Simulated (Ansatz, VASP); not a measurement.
**Two plane-wave programs on CoSn3**

```
CELL_PARAMETERS angstrom
4.48941 0.00000 0.00000
0.00000 4.48941 0.00000
0.00000 0.00000 4.48941
ATOMIC_POSITIONS crystal
Sn 0.00000 0.50000 0.50000
Sn 0.50000 0.00000 0.50000
Sn 0.50000 0.50000 0.00000
Co 0.00000 0.00000 0.00000
```

Alike in both runs: functional r2SCAN; k mesh 6 × 6 × 6; occupations gaussian, width 0.1 eV; collinear spin.

Ansatz relaxed the structure, and its values are those at the end. VASP's run is a single point on that final structure, the one shown.

```csv
,VASP,Ansatz
version,VASP 6.6.1,Ansatz 0.2.0
potentials or method,"VASP PAW PBE potentials, release 64 (Sn_d, Co), cutoff 520 eV","scalar-relativistic, plane waves, PAW"
valence electrons in the cell,51,59
```

Ansatz gave:

```
gap on the k mesh at the Fermi level (eV)                     : none
pressure (GPa)                                                : 0.2
net moment per atom (μB)                                      : 0.50
size of the moment on the site where the two differ most (μB) : 2.08
```

What did VASP give for the same quantities?

gap on the k mesh at the Fermi level (eV): none; pressure (GPa): 0.2; net moment per atom (μB): 0.50; size of the moment on the site where the two differ most (μB): 2.04.

VASP's potentials were made for PBE, not for r2SCAN. Site moments also hang on the region over which each program counts them. A gap of «none» marks a metal or a gap that the smearing closes. The functional is the same, so the differences come from potentials, cutoffs and numerics. VASP's potentials hold 51 valence electrons a cell and Ansatz's 59, so a difference there can come from the potentials and not from the codes.
